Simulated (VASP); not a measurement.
A run of VASP 6.6.1 is set up as follows.

The input INCAR:

```
SYSTEM = Nb
  PREC = Accurate
  ENCUT = 520
  EDIFF = 1E-6
  ISMEAR = -1
  SIGMA = 0.1
  LREAL = .False.
  LASPH = .True.
  NELM = 80
  ALGO = Normal
  ISIF = 2
  LWAVE = .False.
  LCHARG = .False.
  GGA = RP
  NBANDS = 62
```

The input KPOINTS:

```
regular mesh
0
Gamma
  7 7 7
  0 0 0
```

Contents of POSCAR:

```
Nb
1.0
    5.3298970330      0.0000000000      0.0000000000
    0.0000000000      5.3298970330      0.0000000000
    0.0000000000      0.0000000000      5.3298970330
Nb
8
Direct
    0.0000000000      0.0000000000      1.0000000000
    0.5000000000      0.5000000000      0.5000000000
    0.2500000000      1.0000000000      0.5000000000
    0.7500000000      0.0000000000      0.5000000000
    0.5000000000      0.2500000000      1.0000000000
    0.5000000000      0.7500000000      0.0000000000
    0.0000000000      0.5000000000      0.2500000000
    0.0000000000      0.5000000000      0.7500000000
```

Potentials or basis: VASP PAW PBE potentials, release 64 (Nb_sv).

Command:

```console
$ cat potpaw_PBE.64/Nb_sv/POTCAR > POTCAR
$ mpirun -np 1 vasp_std > vasp.out
```

(1) What does it give for the pressure?

(2) Predict the band gap on the k mesh.

## Answers

(1) -0.4 GPa.

(2) zero (bands 52 and 53 overlap by 0.49 eV).

Caveat: the PAW data sets were made with another functional, which shifts forces and pressure a little.
